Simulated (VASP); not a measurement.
# Al15InN16 (a cell with a defect) in VASP: electric field gradients with PBE

Aim: the electric field gradients of Al15InN16 (a cell with a defect) with PBE.

All numbers are computed with VASP 6.6.1; they aren't measurements. Logs are shortened: lines on timing, memory, paths and dates and some standing lists are left out, and cuts for length are marked.

## Step 1: The cell of the first run

The cell holds a defect, 32 atoms: a = 6.260 Å, b = 6.260 Å, c = 10.035 Å, α = 90.00°, β = 90.00°, γ = 120.00°.

## Step 2: Electric field gradients, PBE, collinear spin

Input file INCAR:

```
  PREC = Accurate
  ENCUT = 520
  EDIFF = 1E-8
  ISMEAR = -1
  SIGMA = 0.01
  LREAL = Auto
  LASPH = T
  NELM = 200
  ALGO = Normal
  ISIF = 2
  LWAVE = F
  LCHARG = F
  ISPIN = 2
  MAGMOM = 0 0 0 0 0 0 0 0 0 0 0 0 0 0 0 0.02 0.07 0.03 0.04 0.11 0.12 0.04 0.04 0.02 0.11 0.04 0.05 0.02 0.03 0.05 0.02 0.02
  LORBIT = 11
  NUPDOWN = 1.0
  GGA = PE
  LEFG = T
  NELECT = 137.0
  NBANDS = 95
  GGA_COMPAT = F
  ISYM = -1
  KPAR = 1
```

Input file KPOINTS:

```
explicit points
4
Reciprocal
  0.25000000   0.25000000   0.25000000 2
  0.25000000   0.25000000   0.75000000 2
  0.25000000   0.75000000   0.25000000 2
  0.25000000   0.75000000   0.75000000 2
```

Input file POSCAR:

```
Al15InN16
1.0
    6.2595139128      0.0000000578      0.0000000000
   -3.1297570064      5.4208980350      0.0000000000
    0.0000000000      0.0000000000     10.0348065929
Al In N
15 1 16
Direct
    0.3325741389      0.1650591115      0.2447010848
    0.3370816438      0.1627640994      0.7533558819
    0.1659062930      0.3349498176      0.9998315658
    0.3351067099      0.6710240422      0.2437987065
    0.1678040385      0.8368093757      0.4993142993
    0.3378130397      0.6741081750      0.7542093732
    0.1624419599      0.8320456942      0.9990735867
    0.8272722443      0.1633642935      0.2449110207
    0.6659299676      0.3340497504      0.4992851509
    0.8262438870      0.1627254532      0.7534508657
    0.6656967689      0.3370601381      0.9991640337
    0.8327400640      0.6670144547      0.2490855564
    0.6687741820      0.8350053162      0.4999739075
    0.8337150252      0.6666520979      0.7490433814
    0.6662205336      0.8319584014      0.9992294262
    0.1631843564      0.3396764985      0.4963392835
    0.3444020767      0.1585919218      0.4337264019
    0.1660070154      0.3322845814      0.1904578377
    0.3308533684      0.1678225165      0.9422348274
    0.1689761631      0.3324471270      0.7112337605
    0.3509913756      0.7022951291      0.4326195373
    0.1649464545      0.8316846162      0.1873772836
    0.3317203466      0.6699943806      0.9423492180
    0.1691869318      0.8325501478      0.6896200605
    0.8013051846      0.1518019726      0.4325316686
    0.6675521468      0.3342862488      0.1878186953
    0.8299374539      0.1686281182      0.9428450973
    0.6683150076      0.3318755587      0.6897644869
    0.8335608998      0.6687043695      0.4400359068
    0.6686239125      0.8306282836      0.1870159171
    0.8310062985      0.6683570045      0.9380107188
    0.6682172343      0.8326512562      0.6903854940
```

Potentials or basis: VASP PAW PBE potentials, release 64 (Al, In_d, N).

Command:

```console
> cat potpaw_PBE.64/Al/POTCAR potpaw_PBE.64/In_d/POTCAR potpaw_PBE.64/N/POTCAR > POTCAR
> mpirun -np 4 vasp_std > vasp.out
```

OUTCAR:

```text
PREC = Accurate
   ENCUT = 520
   EDIFF = 1E-8
   ISMEAR = -1
   LREAL = Auto
   LASPH = T
   NELM = 200
   ISIF = 2
   ISPIN = 2
   LORBIT = 11
   NUPDOWN = 1.0
   GGA = PE
   NELECT = 137.0
   ISYM = -1

 ion  position               nearest neighbor table
   1  0.333  0.165  0.245-  18 1.89  22 1.90  17 1.90  26 1.90  11 3.06   7 3.06   3 3.06   4 3.10
                             8 3.10   5 3.11  12 3.12   9 3.13  12 3.14  16 3.14   8 3.16   4 3.16
   2  0.337  0.163  0.753-  20 1.88  19 1.90  24 1.90  28 1.91  11 3.04   7 3.05   6 3.06  10 3.06
                             3 3.10   5 3.10   9 3.11  14 3.13  14 3.13  10 3.20   6 3.20  16 3.20
   3  0.166  0.335  1.000-  19 1.89  23 1.91  27 1.91  18 1.91   4 3.05   1 3.06   8 3.07   6 3.07
                            10 3.08   2 3.10  15 3.12  11 3.12   7 3.12   7 3.14  11 3.14  15 3.14
   4  0.335  0.671  0.244-  22 1.88  30 1.90  21 1.90  18 1.91  15 3.04   7 3.05   3 3.05   8 3.08
                             1 3.10  16 3.11  12 3.13  12 3.13   5 3.14  13 3.14   1 3.16   8 3.18
   5  0.168  0.837  0.499-  21 1.85  17 1.87  29 1.91  24 1.91  14 3.09  16 3.10  12 3.10   2 3.10
                             1 3.11   9 3.12  13 3.12   6 3.13   4 3.14  13 3.14   9 3.14  16 3.16
   6  0.338  0.674  0.754-  24 1.89  23 1.89  20 1.90  32 1.90  15 3.04   7 3.05  10 3.06   2 3.06
                             3 3.07  13 3.12  14 3.13   5 3.13  14 3.13  16 3.16   2 3.20  10 3.20
   7  0.162  0.832  0.999-  23 1.88  22 1.89  31 1.90  19 1.91   2 3.05   4 3.05   6 3.05   1 3.06
                            14 3.08  12 3.08  11 3.10  15 3.11   3 3.12   3 3.14  15 3.15  11 3.16
   8  0.827  0.163  0.245-  26 1.88  25 1.89  30 1.90  18 1.92  15 3.05  11 3.06   3 3.07   4 3.08
                             1 3.10  16 3.11  13 3.12   9 3.12  12 3.12  12 3.14   1 3.16   4 3.18
   9  0.666  0.334  0.499-  25 1.85  17 1.87  29 1.91  28 1.91  14 3.09  12 3.09  16 3.10   2 3.11
[... 17 lines left out ...]
  19  0.331  0.168  0.942-   3 1.89   2 1.90  11 1.90   7 1.91
  20  0.169  0.332  0.711-   2 1.88   6 1.90  10 1.91  16 2.16
  21  0.351  0.702  0.433-   5 1.85  13 1.86   4 1.90  16 2.07
  22  0.165  0.832  0.187-   4 1.88   7 1.89   1 1.90  12 1.90
[... 8 lines left out ...]
  31  0.831  0.668  0.938-  15 1.88  14 1.90  11 1.90   7 1.90
  32  0.668  0.833  0.690-  14 1.89  10 1.90   6 1.90  13 1.91

IMPORTANT INFORMATION: All symmetrisations will be switched off!
NOSYMM: (Re-)initialisation of all symmetry stuff for point group C_1.

----------------------------------------------------------------------------------------

                                     Primitive cell

  volume of cell :     340.5029

  direct lattice vectors                    reciprocal lattice vectors
     6.259513913  0.000000058  0.000000000     0.159756813  0.092235641  0.000000000
    -3.129757006  5.420898035  0.000000000    -0.000000002  0.184471279  0.000000000
     0.000000000  0.000000000 10.034806593     0.000000000  0.000000000  0.099653141

  length of vectors
     6.259513913  6.259513913 10.034806593     0.184471279  0.184471279  0.099653141

  position of ions in fractional coordinates (direct lattice)
     0.332574139  0.165059111  0.244701085
     0.337081644  0.162764099  0.753355882
     0.165906293  0.334949818  0.999831566
     0.335106710  0.671024042  0.243798707
     0.167804039  0.836809376  0.499314299
     0.337813040  0.674108175  0.754209373
[... 24 lines left out ...]
     0.831006298  0.668357005  0.938010719
     0.668217234  0.832651256  0.690385494

  ion indices of the primitive-cell ions
   primitive index   ion index
                 1           1
                 2           2
                 3           3
                 4           4
                 5           5
                 6           6
[... 24 lines left out ...]
                31          31
                32          32

----------------------------------------------------------------------------------------

 KPOINTS: explicit points

Read explicit list of k-points.

 Found      4 k-points:

 Following reciprocal coordinates:
            Coordinates               Weight
  0.250000  0.250000  0.250000      0.250000
  0.250000  0.250000  0.750000      0.250000
  0.250000  0.750000  0.250000      0.250000
  0.250000  0.750000  0.750000      0.250000
   k-points           NKPTS =      4   k-points in BZ     NKDIM =      4   number of bands    NBANDS=     96
[... 64 lines left out ...]

 E-fermi :   6.1030     XC(G=0): -10.9169

 val. band max:        6.0973505839   @ k =   0.2500   0.2500   0.2500
 cond. band min:       6.1141003761   @ k =   0.2500   0.7500   0.7500
 fundamental gap:      0.0167497923
 Fermi energy:         6.2937106542

 spin component 1

 k-point     1 :       0.2500    0.2500    0.2500
  band No.  band energies     occupation
      1      -8.5571      1.00000
      2      -8.1690      1.00000
      3      -8.0341      1.00000
      4      -7.8696      1.00000
      5      -7.7269      1.00000
      6      -7.5483      1.00000
[... 321 lines left out ...]
     79      12.4728      0.00000
     80      12.5861      0.00000
 Fermi energy:         6.1029843992

 spin component 2

 k-point     1 :       0.2500    0.2500    0.2500
  band No.  band energies     occupation
      1      -8.4585      1.00000
      2      -8.0871      1.00000
      3      -7.9414      1.00000
      4      -7.7911      1.00000
      5      -7.6444      1.00000
      6      -7.4934      1.00000
[... 321 lines left out ...]
     79      12.4845      0.00000
     80      12.6038      0.00000
 [bands above 80 left out]

------------------------ aborting loop because EDIFF is reached ----------------------------------------

  FORCE on cell =-STRESS in cart. coord.  units (eV):
  Direction    XX          YY          ZZ          XY          YZ          ZX
  --------------------------------------------------------------------------------------
  -------------------------------------------------------------------------------------
  Total        3.0246244      0.9350104      0.2835881     -1.9314531     -0.0161750      0.6716148
  in kB       14.2318441      4.3995287      1.3343743     -9.0881166     -0.0761084      3.1601666
  external PRESSURE =       6.6552490 kB  Pullay stress =       0.0000000 kB

 VOLUME and BASIS-vectors are now :
 -----------------------------------------------------------------------------
  energy-cutoff  :      520.00
  volume of cell :      340.50
      direct lattice vectors                 reciprocal lattice vectors
     6.259513913  0.000000058  0.000000000     0.159756813  0.092235641  0.000000000
    -3.129757006  5.420898035  0.000000000    -0.000000002  0.184471279  0.000000000
     0.000000000  0.000000000 10.034806593     0.000000000  0.000000000  0.099653141

 POSITION                                       TOTAL-FORCE (eV/Angst)
 -----------------------------------------------------------------------------------
      1.56516      0.89477      2.45553         0.298755     -0.062790     -0.062095
      1.60056      0.88233      7.55978        -0.092265      0.095151     -0.003616
     -0.00982      1.81573     10.03312        -0.155508     -0.043583     -0.328515
     -0.00254      3.63755      2.44647         0.056834      0.029918     -0.157038
     -1.56864      4.53626      5.01052        -0.165722      0.214116      0.102125
      0.00475      3.65427      7.56835         0.050244     -0.355080     -0.027108
[... 24 lines left out ...]
      3.10990      3.62310      9.41276         0.171606     -0.106586      0.072921
      1.57672      4.51372      6.92788        -0.194371      0.108251     -0.137525
 -----------------------------------------------------------------------------------
    total drift:                               -0.005266     -0.005690      0.038600

  FREE ENERGIE OF THE ION-ELECTRON SYSTEM (eV)
  ---------------------------------------------------
  free  energy   TOTEN  =      -239.3016218054 eV

  energy  without entropy=     -239.2959741373  energy(sigma->0) =     -239.29879797

 Electric field gradients (V/A^2)
---------------------------------------------------------------------
 ion       V_xx      V_yy      V_zz      V_xy      V_xz      V_yz
---------------------------------------------------------------------
   1      -2.964    -3.882     6.846     0.573    -2.806     0.492
   2      -2.198    -1.127     3.325     2.086     3.710    -2.430
   3      -3.534    -2.628     6.162     1.374     1.214    -0.295
   4      -7.436    -0.975     8.411     1.093    -1.185    -1.851
   5      -4.076    -0.280     4.356    -1.977     5.995     3.420
   6      -1.143     0.325     0.818     1.137    -0.591     5.746
[... 24 lines left out ...]
  31      -0.579    -1.174     1.753     0.278    -0.047    -0.629
  32      -1.510    -0.946     2.456     0.521    -3.034     1.104
---------------------------------------------------------------------

 Electric field gradients after diagonalization (V/A^2)
 (convention: |V_zz| > |V_xx| > |V_yy|)
----------------------------------------------------------------------
 ion       V_xx      V_yy      V_zz     asymmetry (V_yy - V_xx)/ V_zz
----------------------------------------------------------------------
   1      -4.487    -3.115     7.601       0.181
   2       5.458     0.475    -5.932       0.840
   3      -4.653    -1.661     6.314       0.474
   4      -7.665    -1.213     8.878       0.727
   5       8.061     0.512    -8.573       0.880
   6      -5.526    -0.814     6.340       0.743
[... 24 lines left out ...]
  31      -1.389    -0.498     1.886       0.472
  32      -3.535    -0.667     4.202       0.683
----------------------------------------------------------------------

           NMR quadrupolar parameters

 Cq : quadrupolar parameter    Cq=e*Q*V_zz/h
 eta: asymmetry parameters     (V_yy - V_xx)/ V_zz
 Q  : nuclear electric quadrupole moment in mb (millibarn)
----------------------------------------------------------------------
 ion       Cq(MHz)       eta       Q (mb)
----------------------------------------------------------------------
   1       0.018       0.181       1.000
   2      -0.014       0.840       1.000
   3       0.015       0.474       1.000
   4       0.021       0.727       1.000
   5      -0.021       0.880       1.000
   6       0.015       0.743       1.000
[... 24 lines left out ...]
  31       0.005       0.472       1.000
  32       0.010       0.683       1.000
----------------------------------------------------------------------

 total charge

# of ion       s       p       d       tot
------------------------------------------
    1        0.366   0.431   0.000   0.797
    2        0.366   0.434   0.000   0.801
    3        0.363   0.425   0.000   0.788
    4        0.366   0.431   0.000   0.797
    5        0.369   0.443   0.000   0.812
    6        0.367   0.435   0.000   0.802
[... 24 lines left out ...]
   31        1.224   2.626   0.000   3.849
   32        1.223   2.617   0.000   3.840
--------------------------------------------------
tot         25.920  49.191  10.037  85.148

 magnetization (x)

# of ion       s       p       d       tot
------------------------------------------
    1       -0.001   0.000   0.000  -0.000
    2       -0.001  -0.000   0.000  -0.001
    3       -0.001  -0.001   0.000  -0.001
    4       -0.001   0.000   0.000  -0.001
    5       -0.001  -0.000   0.000  -0.001
    6       -0.001  -0.000   0.000  -0.001
[... 24 lines left out ...]
   31        0.000   0.021   0.000   0.021
   32        0.000   0.017   0.000   0.017
--------------------------------------------------
tot         -0.001   0.721   0.017   0.737
```

Run time: 2.3 min. Hardware: 4 MPI ranks of Intel Xeon Platinum 8488C (Sapphire Rapids), shared host; peak memory 0.28 GiB.

Results:

| Quantity | Value |
| --- | --- |
| Free energy | -239.3016 eV |
| Largest force | 0.806 eV/Å |
| Net moment | 1.00 μB per cell |
| Site moments | Al -0.00, +0.00 (each value once); In +0.03; N +0.06, +0.03, +0.04, +0.10, +0.02, +0.09 (each value once) μB |
| Largest electric field gradient by atom | Al +7.6, -5.9, +6.3, +8.9, -8.6, +3.3, -6.8, -8.4, +8.0, +3.2, +5.2, -10.6, -2.8, -4.5 (each value once); In +80.3; N +19.3, +3.7, +5.4, +36.0, +35.0, -1.9, +4.2, +3.8, +32.5, +4.5, +4.4, +1.1, -3.2, +1.9 (each value once) V/Å² |
| Valence electrons inside the program's atomic spheres | Al 0.80, 0.79, 0.81, 0.82 (each value once); In 11.73; N 3.84, 3.83, 3.79, 3.85 (each value once) |

Forces in eV/Å, atoms in the order of the input:
```
Al   0.299 -0.063 -0.062
Al  -0.092  0.095 -0.004
Al  -0.156 -0.044 -0.329
Al   0.057  0.030 -0.157
Al  -0.166  0.214  0.102
Al   0.050 -0.355 -0.027
Al  -0.084  0.205 -0.117
Al   0.026  0.001 -0.380
Al  -0.333  0.076  0.111
Al   0.369  0.168  0.171
Al  -0.039 -0.079 -0.098
Al   0.199 -0.150 -0.202
Al   0.129 -0.198  0.273
Al   0.183 -0.083 -0.028
Al  -0.122  0.231 -0.202
In   0.344 -0.145  0.715
N    0.188 -0.167 -0.169
N   -0.218  0.157  0.252
N    0.284 -0.157  0.176
N   -0.271  0.118 -0.207
N   -0.103 -0.139 -0.319
N   -0.228  0.055  0.162
N    0.209 -0.034  0.192
N   -0.195  0.070 -0.012
N    0.014  0.144 -0.218
N   -0.217  0.154  0.141
N    0.115 -0.201  0.080
N   -0.184  0.093 -0.064
N    0.160 -0.094  0.086
N   -0.195  0.096  0.198
N    0.172 -0.107  0.073
N   -0.194  0.108 -0.138
```

Electric field gradients, principal values (V/Å²):
```csv
atom,least,middle,greatest (by size)
1 Al,-3.115,-4.487,7.601
2 Al,0.475,5.458,-5.932
3 Al,-1.661,-4.653,6.314
4 Al,-1.213,-7.665,8.878
5 Al,0.512,8.061,-8.573
6 Al,-0.814,-5.526,6.340
7 Al,-0.116,-3.230,3.346
8 Al,0.836,5.986,-6.822
9 Al,0.074,8.328,-8.401
10 Al,-2.666,-5.336,8.002
11 Al,-0.618,-2.594,3.213
12 Al,-0.876,-4.322,5.198
13 Al,3.762,6.834,-10.597
14 Al,0.768,1.985,-2.753
15 Al,1.331,3.166,-4.497
16 In,-26.494,-53.764,80.258
17 N,-7.863,-11.477,19.340
18 N,-0.325,-3.423,3.748
19 N,-1.344,-4.014,5.358
20 N,-14.846,-21.107,35.953
21 N,-14.249,-20.779,35.028
22 N,0.186,1.754,-1.940
23 N,-0.605,-3.545,4.150
24 N,-1.303,-2.503,3.807
25 N,-13.243,-19.265,32.509
26 N,0.550,1.355,-1.905
27 N,-0.954,-3.518,4.473
28 N,-1.190,-3.188,4.378
29 N,-0.075,-1.019,1.094
30 N,0.491,2.661,-3.151
31 N,-0.498,-1.389,1.886
32 N,-0.667,-3.535,4.202
```

Caveat: the cell carries a net charge on a neutralising background, which shifts energy and pressure; the cell is charged against a uniform background, so pressure and absolute levels hang on convention; without QUAD_EFG the Cq values of the log hold for a quadrupole moment of 1 mb, not for the nuclei; spin-orbit coupling is left out, which moves the levels of the heavy elements; the total moment is fixed, so each spin has its own Fermi level and the state may be an excited one.
